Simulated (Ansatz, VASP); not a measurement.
# Two plane-wave programs on HfN

```xyz
2
Lattice="0.0000 2.4579 2.4579 2.4579 0.0000 2.4579 2.4579 2.4579 0.0000" Properties=species:S:1:pos:R:3 pbc="T T T"
Hf    0.0000    0.0000    0.0000
N     1.2290    1.2290    1.2290
```

Alike in both runs: functional PBE; k mesh 14 × 14 × 14; occupations fermi-dirac, width 0.08 eV; no spin polarisation.

Ansatz relaxed the structure, and its values are those at the end. VASP's run is a single point on that final structure, the one shown.

|  | VASP | Ansatz |
| --- | --- | --- |
| version | VASP 6.6.1 | Ansatz 0.2.0 |
| potentials or method | VASP PAW PBE potentials, release 64 (Hf_pv, N) | PAW with Ansatz's default frozen-core files, scalar-relativistic |
| plane-wave cutoff (eV) | 520 | 420 |
| valence electrons in the cell | 15 | 31 |

Ansatz gave:

| Quantity | Value |
| --- | --- |
| pressure (GPa) | 0.0 |

**Question.** Estimate VASP's values.

**Answer.** Pressure (GPa): -1.1.

With one functional, cell and mesh, what is left measures potentials, basis and numerics. VASP's potentials hold 15 valence electrons a cell and Ansatz's 31, so a difference there can come from the potentials and not from the codes.

Spin-orbit coupling is off throughout.
